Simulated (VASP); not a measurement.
Input of a VASP 6.6.1 run:

Contents of INCAR:

```
SYSTEM = Sn8S8O
PREC     = Accurate       ! precision mode
ENCUT    = 520            ! plane-wave cutoff, eV
EDIFF    = 1E-7           ! SCF threshold, eV
ISMEAR   = -1             ! smearing method
SIGMA    = 0.05           ! smearing width, eV
LREAL    = Auto         
LASPH    = .TRUE.         ! aspherical terms in the spheres
NELM     = 150            ! most SCF steps
ALGO     = Normal         ! electronic algorithm
ISIF     = 2              ! what is computed and relaxed
LWAVE    = .FALSE.        ! write WAVECAR
LCHARG   = .FALSE.        ! write CHGCAR
ISPIN    = 2              ! spin polarisation
MAGMOM   = 0 0 0 0 0 0 0 0 0 0 0 0 0 0 0 0 0 ! initial moments
LORBIT   = 11             ! projections on sites
GGA      = CA             ! functional
NBANDS   = 101            ! bands
```

File KPOINTS:

```
Automatic mesh
0
G
  1 1 1
  0 0 0
```

File POSCAR:

```
Sn8S8O
1.0
    2.0452200000      5.8981200000      4.0903230000
    2.0452200000     -5.8981200000      4.0903230000
    8.1808790000      0.0000000000      0.0000000000
Sn S O
8 8 1
Direct
    0.0303509917      0.7999012891     -0.0405394787
    0.5918889876      0.7395462072      0.1180462529
    0.0868633147      0.7598913304      0.5239046397
    0.5170595759      0.6656832051      0.6607762821
    0.5507196145      0.2066777842      0.3009157931
    1.0272301412      0.2109361356      0.3946492262
    0.5296213363      0.2719290547      0.7150030100
    1.0033069410      0.2890115384      0.9114576074
    0.2042603930      0.5064414269      0.0209951063
    0.3580386685      0.9502443204      0.1920176873
    0.2716755126      0.5190933338      0.5015113584
    0.2967138108      0.9426993113      0.6426726877
    0.7285793816     -0.0292214091      0.3234076788
    0.8189517496      0.4358635791      0.3995568928
    0.7563123444      0.0330140731      0.8266170205
    0.7862802201      0.4971881026      0.8756424483
    0.2867293605      1.0208446379      1.0353317176
```

Potentials or basis: VASP PAW LDA potentials, release 64 (Sn_d, S, O).

The run is started by

```sh
$ cat potpaw_LDA.64/Sn_d/POTCAR potpaw_LDA.64/S/POTCAR potpaw_LDA.64/O/POTCAR > POTCAR
$ mpirun -np 1 vasp_gam > vasp.out
```

Task: Estimate the pressure.

Result: -0.8 GPa.

Task: Predict the band gap on the k mesh.

Result: 1.11 eV.

Task: What does it give for the net moment?

Result: 0.00 μB per cell.

Task: Predict the largest force.

Result: 2.643 eV/Å.

Forces on the atoms (eV/Å):
```
Sn   1.172  0.494 -0.552
Sn   0.286 -0.204 -0.668
Sn  -1.695 -0.511 -1.963
Sn   0.537 -0.779  0.773
Sn  -0.797 -1.199  0.574
Sn   0.139  0.110  0.225
Sn   0.799  1.362 -0.465
Sn  -0.904  0.408 -0.906
S    0.594  0.029  1.112
S    0.681  0.917 -0.040
S    0.450  0.524 -0.209
S    0.877  0.189  1.293
S   -0.222  1.044  0.533
S    0.269 -0.403  0.547
S   -0.981 -0.612  0.064
S    0.326 -0.089 -0.245
O   -1.531 -1.282 -0.074
```

Caveat: the k points lie up to 0.93 Å⁻¹ apart; spin-orbit coupling is left out, which moves the levels of the heavy elements.
